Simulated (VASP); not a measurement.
# Zn3GeN (Pm-3m) in VASP: notebook

Zn3GeN is run at these levels: PBE; tasks: relaxation of cell and atoms, single point.

Everything below comes from runs of VASP 6.6.1. Logs are shortened: lines on timing, memory, paths and dates and some standing lists are left out, and cuts for length are marked.

### 1 The cell of the first run

It takes space group Pm-3m (No. 221, cubic). Conventional cell: a = 4.195 Å, b = 4.195 Å, c = 4.195 Å, α = 90.00°, β = 90.00°, γ = 90.00°. Zn (site symmetry 4/mmm) has 2 N at 2.10 Å within 2.8 Å. Ge (site symmetry m-3m) has 12 Zn at 2.97 Å and 8 N at 3.63 Å within 3.9 Å. N (site symmetry m-3m) has 6 Zn at 2.10 Å within 2.8 Å.

The cell was generated, and may not be a known phase.

### 2 Relaxation of cell and atoms, PBE

Input file INCAR:

```
PREC     = Accurate       # precision mode
ENCUT    = 600            # plane-wave cutoff, eV
EDIFF    = 1E-6           # SCF threshold, eV
ISMEAR   = 0              # smearing method
SIGMA    = 0.1            # smearing width, eV
LREAL    = F              # projectors in reciprocal space
LASPH    = T              # aspherical terms in the spheres
NELM     = 60             # most SCF steps
ALGO     = Normal         # electronic algorithm
ISIF     = 3              # what is computed and relaxed
LWAVE    = F              # write WAVECAR
LCHARG   = F              # write CHGCAR
GGA      = PE             # functional
IBRION   = 2              # ionic algorithm
NSW      = 100            # ionic steps
EDIFFG   = -0.01          # ionic threshold
```

Input file KPOINTS:

```
Automatic mesh
0
Gamma
  10 10 10
```

Input file POSCAR:

```
Zn3GeN
1.0
    4.1947155745      0.0000000000      0.0000000000
    0.0000000000      4.1947155745      0.0000000000
    0.0000000000      0.0000000000      4.1947155745
Zn Ge N
3 1 1
Direct
    0.5000000000      0.5000000000      0.0000000000
    0.5000000000      0.0000000000      0.5000000000
    0.0000000000      0.5000000000      0.5000000000
    0.0000000000      0.0000000000      0.0000000000
    0.5000000000      0.5000000000      0.5000000000
```

Potentials or basis: VASP PAW PBE potentials, release 64 (Zn, Ge_d, N).

Command:

```sh
> cat potpaw_PBE.64/Zn/POTCAR potpaw_PBE.64/Ge_d/POTCAR potpaw_PBE.64/N/POTCAR > POTCAR
> mpirun -np 1 vasp_std > vasp.out
```

OUTCAR:

```text
PREC = Accurate
   ENCUT = 600
   EDIFF = 1E-6
   ISMEAR = 0
   LREAL = F
   LASPH = T
   NELM = 60
   ISIF = 3
   GGA = PE
   IBRION = 2
   NSW = 100
   EDIFFG = -0.01

 ion  position               nearest neighbor table
   1  0.500  0.500  0.000-   5 2.10   5 2.10   4 2.97   2 2.97   2 2.97   3 2.97   3 2.97   2 2.97
                             4 2.97   2 2.97   3 2.97   4 2.97   3 2.97   4 2.97
   2  0.500  0.000  0.500-   5 2.10   5 2.10   4 2.97   1 2.97   1 2.97   4 2.97   1 2.97   3 2.97
                             3 2.97   1 2.97   3 2.97   4 2.97   4 2.97   3 2.97
   3  0.000  0.500  0.500-   5 2.10   5 2.10   4 2.97   1 2.97   1 2.97   4 2.97   2 2.97   4 2.97
                             4 2.97   1 2.97   2 2.97   2 2.97   1 2.97   2 2.97
   4  0.000  0.000  0.000-   1 2.97   2 2.97   3 2.97   2 2.97   3 2.97   1 2.97   3 2.97   3 2.97
                             1 2.97   2 2.97   2 2.97   1 2.97
   5  0.500  0.500  0.500-   1 2.10   2 2.10   3 2.10   1 2.10   2 2.10   3 2.10

  LATTYP: Found a simple cubic cell.
 ALAT       =     4.1947155745

  Lattice vectors:

 A1 = (   4.1947155745,   0.0000000000,   0.0000000000)
 A2 = (   0.0000000000,   4.1947155745,   0.0000000000)
 A3 = (   0.0000000000,   0.0000000000,   4.1947155745)

Analysis of symmetry for initial positions (statically):
=====================================================================
 Subroutine PRICEL returns:
 Original cell was already a primitive cell.

 Routine SETGRP: Setting up the symmetry group for a
 simple cubic supercell.

 Subroutine GETGRP returns: Found 48 space group operations
 (whereof 48 operations were pure point group operations)
 out of a pool of 48 trial point group operations.

The static configuration has the point symmetry O_h .

Analysis of symmetry for dynamics (positions and initial velocities):
=====================================================================
 Subroutine PRICEL returns:
 Original cell was already a primitive cell.

 Routine SETGRP: Setting up the symmetry group for a
 simple cubic supercell.

 Subroutine GETGRP returns: Found 48 space group operations
 (whereof 48 operations were pure point group operations)
 out of a pool of 48 trial point group operations.

The dynamic configuration has the point symmetry O_h .

 Subroutine INISYM returns: Found 48 space group operations
 (whereof 48 operations are pure point group operations),
 and found     1 'primitive' translations

----------------------------------------------------------------------------------------

                                     Primitive cell

  volume of cell :      73.8087

  direct lattice vectors                    reciprocal lattice vectors
     4.194715574  0.000000000  0.000000000     0.238395186  0.000000000  0.000000000
     0.000000000  4.194715574  0.000000000     0.000000000  0.238395186  0.000000000
     0.000000000  0.000000000  4.194715574     0.000000000  0.000000000  0.238395186

  length of vectors
     4.194715574  4.194715574  4.194715574     0.238395186  0.238395186  0.238395186

  position of ions in fractional coordinates (direct lattice)
     0.500000000  0.500000000  0.000000000
     0.500000000  0.000000000  0.500000000
     0.000000000  0.500000000  0.500000000
     0.000000000  0.000000000  0.000000000
     0.500000000  0.500000000  0.500000000

  ion indices of the primitive-cell ions
   primitive index   ion index
                 1           1
                 2           2
                 3           3
                 4           4
                 5           5

----------------------------------------------------------------------------------------

 KPOINTS: Automatic mesh

Automatic generation of k-mesh.
 Grid dimensions read from file:
 generate k-points for:   10   10   10

 Generating k-lattice:

  Cartesian coordinates                     Fractional coordinates (reciprocal lattice)
     0.023839519  0.000000000  0.000000000     0.100000000  0.000000000  0.000000000
     0.000000000  0.023839519  0.000000000     0.000000000  0.100000000  0.000000000
     0.000000000  0.000000000  0.023839519     0.000000000  0.000000000  0.100000000

  Length of vectors
     0.023839519  0.023839519  0.023839519

  Shift w.r.t. Gamma in fractional coordinates (k-lattice)
     0.000000000  0.000000000  0.000000000

 Subroutine IBZKPT returns following result:
 ===========================================

 Found     56 irreducible k-points:

 Following reciprocal coordinates:
            Coordinates               Weight
  0.000000  0.000000  0.000000      1.000000
  0.100000  0.000000  0.000000      6.000000
  0.200000  0.000000  0.000000      6.000000
  0.300000  0.000000  0.000000      6.000000
  0.400000  0.000000  0.000000      6.000000
  0.500000  0.000000  0.000000      3.000000
[... 16 lines left out ...]
  0.200000  0.100000  0.100000     24.000000
  0.300000  0.100000  0.100000     24.000000
 [... further k-points ...]
   k-points           NKPTS =     56   k-points in BZ     NKDIM =     56   number of bands    NBANDS=     33
   number of dos      NEDOS =    301   number of ions     NIONS =      5
   total plane-waves  NPLWV =  46656
   dimension x,y,z NGX =    36 NGY =   36 NGZ =   36
   dimension x,y,z NGXF=    72 NGYF=   72 NGZF=   72
   ions per type =               3   1   1
   NGX,Y,Z   is equivalent  to a cutoff of  14.27, 14.27, 14.27 a.u.
   NGXF,Y,Z  is equivalent  to a cutoff of  28.54, 28.54, 28.54 a.u.
 SYSTEM =  unknown system
   PREC   = accura    normal or accurate (medium, high low for compatibility)
   ISTART =      0    job   : 0-new  1-cont  2-samecut
   ICHARG =      2    charge: 1-file 2-atom 10-const
   ISPIN  =      1    spin polarized calculation?
   LNONCOLLINEAR =      F non collinear calculations
   LSORBIT =      F    spin-orbit coupling
   LASPH  =      T    aspherical Exc in radial PAW
   ENCUT  =  600.0 eV  44.10 Ry    6.64 a.u.   8.38  8.38  8.38*2*pi/ulx,y,z
   NELM   =     60;   NELMIN=  2; NELMDL= -5     # of ELM steps
   EDIFF  = 0.1E-05   stopping-criterion for ELM
   LREAL  =      F    real-space projection
   EDIFFG = -.1E-01   stopping-criterion for IOM
   NSW    =    100    number of steps for IOM
   IBRION =      2    ionic relax: 0-MD 1-quasi-New 2-CG
   NFREE  =      1    steps in history (QN), initial steepest desc. (CG)
   ISIF   =      3    stress and relaxation
   ISYM   =      2    0-nonsym 1-usesym 2-fastsym
   POTIM  = 0.5000    time-step for ionic-motion
   TEBEG  =    0.0;   TEEND  =   0.0 temperature during run
   PSTRESS=    0.0 pullay stress
   NELECT =      55.0000    total number of electrons
   NUPDOWN=      -1.0000    fix difference up-down
   EMIN   =  10.00;   EMAX   =-10.00  energy-range for DOS
   EFERMI =   0.00;   METHOD = LEGACY
   ISMEAR =     0;   SIGMA  =   0.10  broadening in eV -4-tet -1-fermi 0-gaus
   EFERMI_NEDOS =   21; number of points for ismear=-14 and -15
   IALGO  =     38    algorithm
   IMIX   =      4    mixing-type and parameters
     AMIX     =   0.40;   BMIX     =  1.00
     AMIX_MAG =   1.60;   BMIX_MAG =  1.00
  volume/ion in A,a.u.               =      14.76        99.62
  Fermi-wavevector in a.u.,A,eV,Ry     =   1.484203  2.804736 29.971697  2.202858
  Thomas-Fermi vector in A             =   2.597769
   LORBIT       =      0    0 simple, 1 ext, 2 COOP (PROOUT), +10 PAW based schemes
   GGA     = PE    functional components
   LHFCALC =     F    Hartree Fock is set to
   AEXX    =    0.0000 exact exchange contribution
   IVDW    =     0    specifies the selected vdW correction
   LEPSILON=     F    determine dielectric tensor
   LRPA    =     F    only Hartree local field effects (RPA)
 conjugate gradient relaxation of ions
 non-spin polarized calculation
 Gauss-broadening in eV      SIGMA  =   0.10
  energy-cutoff  :      600.00
  volume of cell :       73.81
 maximum number of plane-waves:      2517
 NGX is ok and might be reduce to    36
   NGX = 17   NGY = 17   NGZ = 17

 number of electron      55.0000063 magnetization

 Free energy of the ion-electron system (eV)
  ---------------------------------------------------
  ext. energy  EPLUGINS =         0.00000000
  ---------------------------------------------------
  free energy    TOTEN  =       -14.19466158 eV

  energy without entropy =      -14.18122168  energy(sigma->0) =      -14.18794163

 E-fermi :   4.1453     XC(G=0): -11.3510

 val. band max:        4.1437685080   @ k =   0.5000   0.1000   0.0000
 cond. band min:       4.1486570502   @ k =   0.3000   0.1000   0.1000
 fundamental gap:      0.0048885423
 Fermi energy:         4.1453070865

 k-point     1 :       0.0000    0.0000    0.0000
  band No.  band energies     occupation
      1     -20.1433      2.00000
      2     -20.1433      2.00000
      3     -20.1433      2.00000
      4     -20.1416      2.00000
      5     -20.1416      2.00000
      6     -11.7867      2.00000
[... 25 lines left out ...]
     32      11.0571      0.00000
     33      11.0571      0.00000

 k-point     2 :       0.1000    0.0000    0.0000
  band No.  band energies     occupation
      1     -20.1434      2.00000
      2     -20.1434      2.00000
      3     -20.1433      2.00000
      4     -20.1415      2.00000
      5     -20.1412      2.00000
      6     -11.7569      2.00000
[... 25 lines left out ...]
     32      10.3897      0.00000
     33      10.5978      0.00000
[... 754 lines left out ...]
     32       8.5486      0.00000
     33       9.1740      0.00000

 k-point    24 :       0.3000    0.1000    0.1000
  band No.  band energies     occupation
      1     -20.1439      2.00000
      2     -20.1439      2.00000
      3     -20.1434      2.00000
      4     -20.1408      2.00000
      5     -20.1389      2.00000
      6     -11.5140      2.00000
[... 25 lines left out ...]
     32       7.9825      0.00000
     33       9.4644      0.00000

 [... further k-points ...]

------------------------ aborting loop because EDIFF is reached ----------------------------------------

  FORCE on cell =-STRESS in cart. coord.  units (eV):
  Direction    XX          YY          ZZ          XY          YZ          ZX
  --------------------------------------------------------------------------------------
  -------------------------------------------------------------------------------------
  Total        0.0298371      0.0298371      0.0298371      0.0000000      0.0000000     -0.0000000
  in kB        0.6476795      0.6476795      0.6476795      0.0000000      0.0000000     -0.0000000
  external PRESSURE =       0.6476795 kB  Pullay stress =       0.0000000 kB

 VOLUME and BASIS-vectors are now :
 -----------------------------------------------------------------------------
  energy-cutoff  :      600.00
  volume of cell :       73.81
      direct lattice vectors                 reciprocal lattice vectors
     4.194715574  0.000000000  0.000000000     0.238395186  0.000000000  0.000000000
     0.000000000  4.194715574  0.000000000     0.000000000  0.238395186  0.000000000
     0.000000000  0.000000000  4.194715574     0.000000000  0.000000000  0.238395186

 POSITION                                       TOTAL-FORCE (eV/Angst)
 -----------------------------------------------------------------------------------
      2.09736      2.09736      0.00000         0.000000      0.000000      0.000000
      2.09736      0.00000      2.09736         0.000000      0.000000      0.000000
      0.00000      2.09736      2.09736         0.000000      0.000000      0.000000
      0.00000      0.00000      0.00000         0.000000      0.000000      0.000000
      2.09736      2.09736      2.09736         0.000000      0.000000      0.000000
 -----------------------------------------------------------------------------------
    total drift:                                0.000000      0.000000      0.000000

  FREE ENERGIE OF THE ION-ELECTRON SYSTEM (eV)
  ---------------------------------------------------
  free  energy   TOTEN  =       -14.1946615835 eV

  energy  without entropy=      -14.1812216779  energy(sigma->0) =      -14.18794163

 reached required accuracy - stopping structural energy minimisation
```

Wall time 66 s (1 thread of Intel Xeon 6975P-C (Granite Rapids), shared host); peak memory 0.31 GiB.

Results:

```yaml
Free_energy: -14.1947 eV
Pressure_after_relaxing: 0.1 GPa
Band_gap_on_the_k_mesh: zero (an odd number of electrons rules out a gap without spin polarisation)
```

Final structure:
```xyz
5
Lattice="4.1947 0.0000 0.0000 0.0000 4.1947 0.0000 0.0000 0.0000 4.1947" Properties=species:S:1:pos:R:3 pbc="T T T"
Zn    2.0974    2.0974    0.0000
Zn    2.0974    0.0000    2.0974
Zn    0.0000    2.0974    2.0974
Ge    0.0000    0.0000    0.0000
N     2.0974    2.0974    2.0974
```

Caveat: the relaxation stopped at its first step, so nothing moved.

### 3 Single point, PBE

Input file INCAR:

```
ALGO = Fast
EDIFF = 1E-6
ENCUT = 520
GGA = PE
ISIF = 2
ISMEAR = 0
LASPH = T
LCHARG = F
LREAL = F
LWAVE = F
NBANDS = 36
NELM = 60
PREC = Accurate
SIGMA = 0.1
```

Input file KPOINTS:

```
k-points
0
Gamma
  4 4 4
```

POSCAR is that of step 2.

Potentials or basis: VASP PAW PBE potentials, release 64 (Zn, Ge_d, N).

Command:

```sh
> cat potpaw_PBE.64/Zn/POTCAR potpaw_PBE.64/Ge_d/POTCAR potpaw_PBE.64/N/POTCAR > POTCAR
> mpirun -np 1 vasp_std > vasp.out
```

It took 35 s on 1 thread of Oxide Virtual Turin-like, shared host; peak memory 0.15 GiB.

The run converged. Its results:

```
Free energy            : -14.0871 eV
Pressure               : 0.3 GPa
Band gap on the k mesh : zero (an odd number of electrons rules out a gap without spin polarisation)
```

Levels at points of the mesh, in eV from the Fermi level:
```tsv
k point	band 26	band 27	band 28	band 29	band 30	band 31
(0.00, 0.00, 0.00)	-0.04	-0.04	-0.01	-0.01	-0.01	0.52
(0.50, 0.00, 0.00)	-3.78	-0.16	-0.16	1.19	2.54	3.53
(0.50, 0.50, 0.00)	-1.08	-0.35	-0.35	1.26	1.80	3.35
(0.50, 0.50, 0.50)	-3.78	-3.78	-3.78	3.35	3.35	3.35
```

Caveat: the k points lie up to 0.37 Å⁻¹ apart, too coarse for converged energies and pressures of a metal.

### 4 Single point, PBE

This run uses another cell than the first one, of 17.09 Å³/atom.

Input file INCAR:

```
ALGO = Fast
EDIFF = 1E-6
ENCUT = 520
GGA = PE
ISIF = 2
ISMEAR = 0
LASPH = True
LCHARG = False
LREAL = False
LWAVE = False
NBANDS = 36
NELM = 60
PREC = Accurate
SIGMA = 0.1
```

KPOINTS is that of step 3.

POSCAR, as its differences from that of step 3:

```diff
@@ -2,5 +2,5 @@
 1.0
-    4.1947155745      0.0000000000      0.0000000000
-    0.0000000000      4.1947155745      0.0000000000
-    0.0000000000      0.0000000000      4.1947155745
+    4.4045886200      0.0000000000      0.0000000000
+    0.0000000000      4.4045886200      0.0000000000
+    0.0000000000      0.0000000000      4.4045886200
 Zn Ge N
```

Potentials or basis: VASP PAW PBE potentials, release 64 (Zn, Ge_d, N).

Command:

```sh
> cat potpaw_PBE.64/Zn/POTCAR potpaw_PBE.64/Ge_d/POTCAR potpaw_PBE.64/N/POTCAR > POTCAR
> mpirun -np 1 vasp_std > vasp.out
```

OUTCAR:

```text
EDIFF = 1E-6
   ENCUT = 520
   GGA = PE
   ISIF = 2
   ISMEAR = 0
   LASPH = True
   LREAL = False
   NELM = 60
   PREC = Accurate

 ion  position               nearest neighbor table
   1  0.500  0.500  0.000-   5 2.20   5 2.20
   2  0.500  0.000  0.500-   5 2.20   5 2.20
   3  0.000  0.500  0.500-   5 2.20   5 2.20
   4  0.000  0.000  0.000-
   5  0.500  0.500  0.500-   1 2.20   2 2.20   3 2.20   1 2.20   2 2.20   3 2.20

  LATTYP: Found a simple cubic cell.
[... 575 lines left out ...]
  Direction    XX          YY          ZZ          XY          YZ          ZX
  --------------------------------------------------------------------------------------
  -------------------------------------------------------------------------------------
  Total       -4.8063447     -4.8063447     -4.8063447     -0.0000000      0.0000000      0.0000000
  in kB      -90.1175630    -90.1175630    -90.1175630     -0.0000000      0.0000000      0.0000000
  external PRESSURE =     -90.1175630 kB  Pullay stress =       0.0000000 kB

 VOLUME and BASIS-vectors are now :
 -----------------------------------------------------------------------------
  energy-cutoff  :      520.00
  volume of cell :       85.45
      direct lattice vectors                 reciprocal lattice vectors
     4.404588620  0.000000000  0.000000000     0.227035959  0.000000000  0.000000000
     0.000000000  4.404588620  0.000000000     0.000000000  0.227035959  0.000000000
     0.000000000  0.000000000  4.404588620     0.000000000  0.000000000  0.227035959

 POSITION                                       TOTAL-FORCE (eV/Angst)
 -----------------------------------------------------------------------------------
      2.20229      2.20229      0.00000         0.000000      0.000000      0.000000
      2.20229      0.00000      2.20229         0.000000      0.000000      0.000000
      0.00000      2.20229      2.20229         0.000000      0.000000      0.000000
      0.00000      0.00000      0.00000         0.000000      0.000000      0.000000
      2.20229      2.20229      2.20229         0.000000      0.000000      0.000000
 -----------------------------------------------------------------------------------
    total drift:                                0.000000      0.000000      0.000000

  FREE ENERGIE OF THE ION-ELECTRON SYSTEM (eV)
  ---------------------------------------------------
  free  energy   TOTEN  =       -13.7247229646 eV

  energy  without entropy=      -13.7017051717  energy(sigma->0) =      -13.71321407
```

stdout:

```text
POSCAR found type information on POSCAR ZnGeN
 POSCAR found :  3 types and       5 ions
 scaLAPACK will be used
 LDA part: xc-table for (Slater+PW92), standard interpolation
 POSCAR, INCAR and KPOINTS ok, starting setup
 FFT: planning ... GRIDC
 FFT: planning ... GRID_SOFT
 FFT: planning ... GRID
 WAVECAR not read
 entering main loop
```

It took 36 s on 1 thread of Oxide Virtual Turin-like, shared host; peak memory 0.18 GiB.

Results:

* Free energy: -13.7247 eV
* Pressure: -9.0 GPa
* Band gap on the k mesh: zero (an odd number of electrons rules out a gap without spin polarisation)

Caveat: the cell stands under tension.

[end of part 1 of 2]

The gap in the log of VASP goes by the Fermi energy; the results here count the filled bands.